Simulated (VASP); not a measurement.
Write the native input for VASP 6.6.1 that does the following.

```yaml
Task: single point
Functional: PBE
Dispersion: D3(BJ)
Potentials_or_basis: VASP PAW PBE potentials, release 64 (Mg, O)
Cutoff: 600 eV
k_mesh: 3 × 3 × 2
Occupations: tetrahedron
Spin: no spin polarisation
Dipole_correction: no
Further_INCAR_settings: ALGO = Normal; EDIFF = 1e-06; NBANDS = 11
```

The structure of MgO lies in POSCAR:

```
MgO
1.0
    3.1393626831      0.0000000000      0.0000000000
   -1.5696813415      2.7187678352      0.0000000000
    0.0000000000      0.0000000000      2.8633177473
Mg O
1 1
Direct
    0.0000000000      0.0000000000      0.0000000000
    0.3333333333      0.6666666667      0.5000000000
```

One way to write it, as run:

INCAR

```
PREC = Accurate
ENCUT = 600
EDIFF = 1E-6
ISMEAR = -4
SIGMA = 0.1
LREAL = F
LASPH = T
NELM = 120
ALGO = Normal
ISIF = 2
LWAVE = F
LCHARG = T
GGA = PE
IVDW = 12
LELF = T
LVHAR = T
NBANDS = 11
GGA_COMPAT = F
```

KPOINTS

```
regular mesh
0
Gamma
  3 3 2
```

Potentials or basis: VASP PAW PBE potentials, release 64 (Mg, O).

The run is started by

```console
$ cat potpaw_PBE.64/Mg/POTCAR potpaw_PBE.64/O/POTCAR > POTCAR
$ mpirun -np 1 vasp_std > vasp.out
```

Results of the run:

```yaml
Pressure: -20.6 GPa
Band_gap_on_the_k_mesh: 1.48 eV, indirect (least direct gap 1.85 eV)
Dispersion_energy_per_atom: -0.224 eV
```

Caveat: the k points lie up to 1.10 Å⁻¹ apart.

Run time: 9.9 s on 1 thread of Intel Xeon 8259CL, on a shared host, peak memory 0.15 GiB.
